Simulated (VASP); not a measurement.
# GaAs (F-43m) in VASP: further runs, part 2 of 2

VASP 6.6.1. Earlier steps stand in the parts before.

**3. Vibrations by perturbation theory, PBEsol**

This run uses another cell than the first one, of 18.54 Å³/atom.

Input file INCAR:

```
PREC = Accurate
ENCUT = 520
EDIFF = 1E-8
ISMEAR = 0
SIGMA = 0.01
LREAL = False
LASPH = True
NELM = 100
ALGO = Normal
ISIF = 2
LWAVE = False
LCHARG = False
GGA = PS
NBANDS = 16
IBRION = 8
NSW = 1
LEPSILON = True
```

Input file KPOINTS:

```
Automatic mesh
0
Gamma
  12 12 12
```

Input file POSCAR:

```
GaAs
1.0
    0.0000000000      2.6465263378      2.6465263378
    2.6465263378      0.0000000000      2.6465263378
    2.6465263378      2.6465263378      0.0000000000
Ga As
1 1
Direct
    0.0000000000      0.0000000000      0.0000000000
    0.7500000000      0.7500000000      0.7500000000
```

Potentials or basis: VASP PAW PBE potentials, release 64 (Ga_d, As).

Run with:

```sh
> cat potpaw_PBE.64/Ga_d/POTCAR potpaw_PBE.64/As/POTCAR > POTCAR
> mpirun -np 1 vasp_std > vasp.out
```

OUTCAR:

```text
PREC = Accurate
   ENCUT = 520
   EDIFF = 1E-8
   ISMEAR = 0
   LREAL = False
   LASPH = True
   NELM = 100
   ISIF = 2
   GGA = PS
   IBRION = 8
   NSW = 1
   LEPSILON = True

 ion  position               nearest neighbor table
   1  0.000  0.000  0.000-   2 2.29   2 2.29   2 2.29   2 2.29
   2  0.750  0.750  0.750-   1 2.29   1 2.29   1 2.29   1 2.29

  LATTYP: Found a face centered cubic cell.
 ALAT       =     5.2930526756

[... 783 lines left out ...]
      3.969790  3.969790  3.969790    -0.680749   -0.140059    0.005705
[... 21 lines left out ...]
   6 f/i=    0.010413 THz     0.065424 2PiTHz    0.347326 cm-1     0.043063 meV
             X         Y         Z           dx          dy          dz
      0.000000  0.000000  0.000000     0.019137    0.689373   -0.086415
      3.969790  3.969790  3.969790     0.019796    0.713126   -0.089392

--------------------------------------------------------------------------------------------------------

 MACROSCOPIC STATIC DIELECTRIC TENSOR IONIC CONTRIBUTION
 ------------------------------------------------------
           1.019348    -0.000000     0.000000
          -0.000000     1.019348     0.000000
           0.000000     0.000000     1.019348
 ------------------------------------------------------

 ELASTIC MODULI CONTR FROM IONIC RELAXATION (kBar)
 Direction    XX          YY          ZZ          XY          YZ          ZX
 --------------------------------------------------------------------------------
 XX          -0.0000      0.0000     -0.0000      0.0000     -0.0000     -0.0000
 YY           0.0000     -0.0000      0.0000      0.0000      0.0000      0.0000
 ZZ          -0.0000      0.0000     -0.0000     -0.0000      0.0000     -0.0000
 XY           0.0000      0.0000     -0.0000   -786.2386     -0.0000     -0.0000
 YZ          -0.0000      0.0000      0.0000     -0.0000   -786.2386      0.0000
 ZX          -0.0000      0.0000     -0.0000     -0.0000      0.0000   -786.2386
 --------------------------------------------------------------------------------

 PIEZOELECTRIC TENSOR IONIC CONTR  for field in x, y, z        (C/m^2)
          XX          YY          ZZ          XY          YZ          ZX
  --------------------------------------------------------------------------------
  x    -0.00000     0.00000     0.00000    -0.00000    -0.84239     0.00000
  y    -0.00000     0.00000    -0.00000    -0.00000     0.00000    -0.84239
  z     0.00000     0.00000    -0.00000    -0.84239    -0.00000    -0.00000
```

OSZICAR:

```text
N       E                     dE             d eps       ncg     rms          rms(c)
DAV:   1     0.837191812598E+02    0.83719E+02   -0.91476E+03  2408   0.169E+03
DAV:   2    -0.265566892241E+01   -0.86375E+02   -0.82138E+02  2608   0.321E+02
DAV:   3    -0.880011391352E+01   -0.61444E+01   -0.61242E+01  2784   0.661E+01
DAV:   4    -0.888318151351E+01   -0.83068E-01   -0.83055E-01  2824   0.830E+00
[... 186 lines left out ...]
RMM:   8    -0.437530764416E-01    0.11018E-05    0.50004E-08 18313   0.566E-04    0.443E-05
RMM:   9    -0.437531268647E-01   -0.50423E-07   -0.98427E-09 18612   0.188E-04    0.105E-05
RMM:  10    -0.437530480791E-01    0.78786E-07    0.61416E-09 18689   0.689E-05    0.300E-06
RMM:  11    -0.437530443412E-01    0.37379E-08    0.39717E-09 18386   0.266E-05    0.132E-06
 Linear response finished
```

stdout:

```text
POSCAR found type information on POSCAR GaAs
 POSCAR found :  2 types and       2 ions
 scaLAPACK will be used
 -----------------------------------------------------------------------------
|                                                                             |
|                                                                             |
|     You enforced a specific xc type in the INCAR file but a different       |
[... 39 lines left out ...]
 force on displaced ion       1 direction 1 : -14.757  -0.000  -0.000
 Born effective charge ion    1 direction 1 :   1.744   0.000   0.000
 Linear response progress:
 first order change of Fermi-energy  -0.10885E-03
 force on displaced ion       2 direction 1 : -14.818  -0.000  -0.000
 Born effective charge ion    2 direction 1 :  -1.766   0.000   0.000
 Born effective charges drift removed
 Linear response finished
```

Run time: 21 min. Hardware: 1 thread of Intel Xeon Platinum 8259CL at 2.50GHz (Skylake/Cascade Lake), shared host; peak memory 0.49 GiB.

What came out:

```
Electronic dielectric tensor (diagonal)                 : 11.31
Born charges (mean of the diagonal)                     : Ga +1.76; As -1.76 e
Highest phonon frequency at Γ, LO-TO splitting left out : 334 cm⁻¹
```

Phonon frequencies in cm⁻¹ (negative: imaginary):
| q point | frequencies |
| --- | --- |
| (0.000, 0.000, 0.000) | 0 0 0 334 334 334 |

Electronic dielectric tensor:
```
11.31  0.00  0.00
 0.00 11.31  0.00
 0.00  0.00 11.31
```

Born effective charge tensors (e):
atom 1, Ga
```
1.76 0.00 0.00
0.00 1.76 0.00
0.00 0.00 1.76
```
atom 2, As
```
-1.76  0.00  0.00
 0.00 -1.76  0.00
 0.00  0.00 -1.76
```

Caveat: the cell stands under pressure or tension, which shifts response properties; the PAW data sets were made with another functional, which shifts forces and pressure a little.

**4. Vibrations by perturbation theory, PBEsol**

This run uses another cell than the first one, of 20.09 Å³/atom.

Input file INCAR:

```
ALGO = Normal
EDIFF = 1E-8
ENCUT = 520
GGA = PS
IBRION = 8
ISIF = 2
ISMEAR = 0
LASPH = T
LCHARG = F
LEPSILON = T
LREAL = F
LWAVE = F
NBANDS = 16
NELM = 100
NSW = 1
PREC = Accurate
SIGMA = 0.01
```

Input file KPOINTS:

```
k-points
0
Gamma
  12 12 12
```

Input file POSCAR:

```
GaAs
1.0
    0.0000000000      2.7184472343      2.7184472343
    2.7184472343      0.0000000000      2.7184472343
    2.7184472343      2.7184472343      0.0000000000
Ga As
1 1
Direct
    0.0000000000      0.0000000000      0.0000000000
    0.7500000000      0.7500000000      0.7500000000
```

Potentials or basis: VASP PAW PBE potentials, release 64 (Ga_d, As).

Run with:

```sh
> cat potpaw_PBE.64/Ga_d/POTCAR potpaw_PBE.64/As/POTCAR > POTCAR
> mpirun -np 1 vasp_std > vasp.out
```

OUTCAR:

```text
EDIFF = 1E-8
   ENCUT = 520
   GGA = PS
   IBRION = 8
   ISIF = 2
   ISMEAR = 0
   LASPH = T
   LEPSILON = T
   LREAL = F
   NELM = 100
   NSW = 1
   PREC = Accurate

 ion  position               nearest neighbor table
   1  0.000  0.000  0.000-   2 2.35   2 2.35   2 2.35   2 2.35
   2  0.750  0.750  0.750-   1 2.35   1 2.35   1 2.35   1 2.35

  LATTYP: Found a face centered cubic cell.
 ALAT       =     5.4368944686

  Lattice vectors:

 A1 = (   0.0000000000,   2.7184472343,   2.7184472343)
 A2 = (   2.7184472343,   0.0000000000,   2.7184472343)
 A3 = (   2.7184472343,   2.7184472343,   0.0000000000)

Analysis of symmetry for initial positions (statically):
=====================================================================
 Subroutine PRICEL returns:
 Original cell was already a primitive cell.

 Routine SETGRP: Setting up the symmetry group for a
[... 755 lines left out ...]

 SECOND DERIVATIVES (NOT SYMMETRIZED)
 ------------------------------------
               1X          1Y          1Z          2X          2Y          2Z
  1X   -12.245747    0.000000    0.000000   12.245747    0.000000    0.000000
  1Y     0.000000  -12.245747    0.000000    0.000000   12.245747    0.000000
  1Z     0.000000    0.000000  -12.245747    0.000000    0.000000   12.245747
  2X    12.273186    0.000000    0.000000  -12.273186    0.000000    0.000000
  2Y     0.000000   12.273186    0.000000    0.000000  -12.273186    0.000000
  2Z     0.000000    0.000000   12.273186    0.000000    0.000000  -12.273186

 Eigenvectors and eigenvalues of the dynamical matrix
 ----------------------------------------------------

   1 f  =    9.108290 THz    57.229073 2PiTHz  303.819847 cm-1    37.668843 meV
             X         Y         Z           dx          dy          dz
      0.000000  0.000000  0.000000     0.000000    0.719314    0.000000
      4.077671  4.077671  4.077671     0.000000   -0.694685    0.000000
[... 21 lines left out ...]
   6 f/i=    0.005093 THz     0.032002 2PiTHz    0.169893 cm-1     0.021064 meV
             X         Y         Z           dx          dy          dz
      0.000000  0.000000  0.000000     0.000000    0.000000   -0.694685
      4.077671  4.077671  4.077671     0.000000    0.000000   -0.719314

--------------------------------------------------------------------------------------------------------

 MACROSCOPIC STATIC DIELECTRIC TENSOR IONIC CONTRIBUTION
 ------------------------------------------------------
           1.323996    -0.000000     0.000000
           0.000000     1.323996    -0.000000
           0.000000    -0.000000     1.323996
 ------------------------------------------------------

 ELASTIC MODULI CONTR FROM IONIC RELAXATION (kBar)
 Direction    XX          YY          ZZ          XY          YZ          ZX
 --------------------------------------------------------------------------------
 XX          -0.0000     -0.0000      0.0000      0.0000     -0.0000      0.0000
 YY          -0.0000     -0.0000     -0.0000      0.0000      0.0000      0.0000
 ZZ           0.0000     -0.0000     -0.0000     -0.0000      0.0000      0.0000
 XY           0.0000      0.0000     -0.0000   -473.4119     -0.0000      0.0000
 YZ          -0.0000      0.0000      0.0000     -0.0000   -473.4119     -0.0000
 ZX           0.0000      0.0000      0.0000      0.0000      0.0000   -473.4119
 --------------------------------------------------------------------------------

 PIEZOELECTRIC TENSOR IONIC CONTR  for field in x, y, z        (C/m^2)
          XX          YY          ZZ          XY          YZ          ZX
  --------------------------------------------------------------------------------
  x    -0.00000     0.00000     0.00000    -0.00000    -0.74496    -0.00000
  y     0.00000     0.00000     0.00000     0.00000     0.00000    -0.74496
  z     0.00000     0.00000    -0.00000    -0.74496    -0.00000     0.00000
```

stdout:

```text
POSCAR found type information on POSCAR GaAs
 POSCAR found :  2 types and       2 ions
 scaLAPACK will be used
 -----------------------------------------------------------------------------
|                                                                             |
|                                                                             |
|     You enforced a specific xc type in the INCAR file but a different       |
[... 39 lines left out ...]
 force on displaced ion       1 direction 1 : -12.246  -0.000  -0.000
 Born effective charge ion    1 direction 1 :   1.881   0.000   0.000
 Linear response progress:
 first order change of Fermi-energy  -0.12963E-03
 force on displaced ion       2 direction 1 : -12.273   0.000   0.000
 Born effective charge ion    2 direction 1 :  -1.910   0.000   0.000
 Born effective charges drift removed
 Linear response finished
```

Run time: 31 min. Hardware: 1 thread of Intel Xeon Platinum 8259CL at 2.50GHz (Skylake/Cascade Lake), shared host; peak memory 0.53 GiB.

What came out:

```yaml
Electronic_dielectric_tensor_diagonal: 12.19
Born_charges_mean_of_the_diagonal: Ga +1.90; As -1.90 e
Highest_phonon_frequency_at_Γ_LO-TO_splitting_left_out: 304 cm⁻¹
```

Phonon frequencies in cm⁻¹ (negative: imaginary):
```
              q point        frequencies
(0.000, 0.000, 0.000)  0 0 0 304 304 304
```

Electronic dielectric tensor:
```
12.19  0.00  0.00
 0.00 12.19  0.00
 0.00  0.00 12.19
```

Born effective charge tensors (e):
atom 1, Ga
```
1.90 0.00 0.00
0.00 1.90 0.00
0.00 0.00 1.90
```
atom 2, As
```
-1.90  0.00  0.00
 0.00 -1.90  0.00
 0.00  0.00 -1.90
```

Caveat: the cell stands under pressure or tension, which shifts response properties; the PAW data sets were made with another functional, which shifts forces and pressure a little.
